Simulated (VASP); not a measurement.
A run of VASP 6.6.1:

File INCAR:

```
PREC = Accurate
ENCUT = 520
EDIFF = 1E-6
ISMEAR = 0
SIGMA = 0.05
LREAL = F
LASPH = T
NELM = 80
ALGO = Normal
ISIF = 2
LWAVE = F
LCHARG = F
GGA = PE
NBANDS = 26
```

The input KPOINTS:

```
regular mesh
0
Gamma
  12 12 6
```

POSCAR

```
ZnS
1.0
    3.8632107324      0.0000000000      0.0000000000
   -1.9316053662      3.3456386344      0.0000000000
    0.0000000000      0.0000000000      6.0666315585
Zn S
2 2
Direct
    0.3333333333      0.6666666667      0.0000000000
    0.6666666667      0.3333333333      0.5000000000
    0.3333333333      0.6666666667      0.3850000000
    0.6666666667      0.3333333333      0.8850000000
```

Potentials or basis: VASP PAW PBE potentials, release 64 (Zn, S).

Run with:

```sh
$ cat potpaw_PBE.64/Zn/POTCAR potpaw_PBE.64/S/POTCAR > POTCAR
$ mpirun -np 1 vasp_std > vasp.out
```

Hardware: 1 thread of Intel(R) Xeon(R) Platinum 8259CL CPU @ 2.50GHz (Skylake/Cascade Lake), on a shared host.

**Question.** Estimate the wall time of this run.

**Answer.** Run time: 120 s on 1 thread of Intel(R) Xeon(R) Platinum 8259CL CPU @ 2.50GHz (Skylake/Cascade Lake), with other jobs on the host, peak memory 0.28 GiB. Counts: scf iterations 14, k points 76.
